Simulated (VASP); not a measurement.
## TiTe2: electric field gradients with PBEsol

TiTe2:

```
Ti Te
1.0
     3.72595    0.00000    0.00000
    -1.86298    3.22677    0.00000
     0.00000    0.00000    6.41018
Ti Te
1 2
Direct
  0.00000 0.00000 0.00000
  0.66667 0.33333 0.26280
  0.33333 0.66667 0.73720
```

This cell differs from its parent crystal: volume scaled by 0.96.

```yaml
Program: VASP 6.6.1
Task: electric field gradients
Functional: PBEsol
Potentials_or_basis: VASP PAW PBE potentials, release 64 (Ti_sv, Te)
Cutoff: 520 eV
k_mesh: 13 × 13 × 7
Occupations: fermi-dirac, width 0.03 eV
Spin: no spin polarisation
Dipole_correction: no
Further_INCAR_settings: ALGO = Normal; EDIFF = 1e-08; NBANDS = 19
```

* Pressure: 0.4 GPa
* Largest force: 0.268 eV/Å
* Band gap on the k mesh: zero (band 12 reaches 7.57 eV, above the bottom of band 13 at 6.84 eV)

Forces in eV/Å, atoms in the order of the input:
```
Ti   0.000  0.000  0.000
Te   0.000  0.000  0.268
Te   0.000  0.000 -0.268
```

Stress tensor (GPa, compression positive):
```
-0.02  0.00  0.00
 0.00 -0.02  0.00
 0.00  0.00  1.38
```

Levels at points of the mesh, in eV from the Fermi level:
| k point | band 8 | band 9 | band 10 | band 11 | band 12 | band 13 | band 14 | band 15 | band 16 | band 17 |
| --- | --- | --- | --- | --- | --- | --- | --- | --- | --- | --- |
| (0.00, 0.00, 0.00) | -1.75 | -1.75 | 0.30 | 0.38 | 0.38 | 0.67 | 1.18 | 1.18 | 3.24 | 3.24 |

Electric field gradients, principal values (V/Å²):
```tsv
atom	least	middle	greatest (by size)
1 Ti	14.369	14.373	-28.742
2 Te	29.784	29.784	-59.568
3 Te	29.784	29.784	-59.568
```

It took 81 s on 1 thread of Intel(R) Xeon(R) Platinum 8481C CPU @ 2.70GHz (Sapphire Rapids), with other jobs on the host, peak memory 0.32 GiB.

Caveat: without QUAD_EFG the Cq values of the log hold for a quadrupole moment of 1 mb, not for the nuclei; the PAW data sets were made with another functional, which shifts forces and pressure a little; spin-orbit coupling is left out, which moves the levels of the heavy elements; this functional lacks dispersion, which binds the layers, so the pressure and a relaxed spacing across them are unreliable.
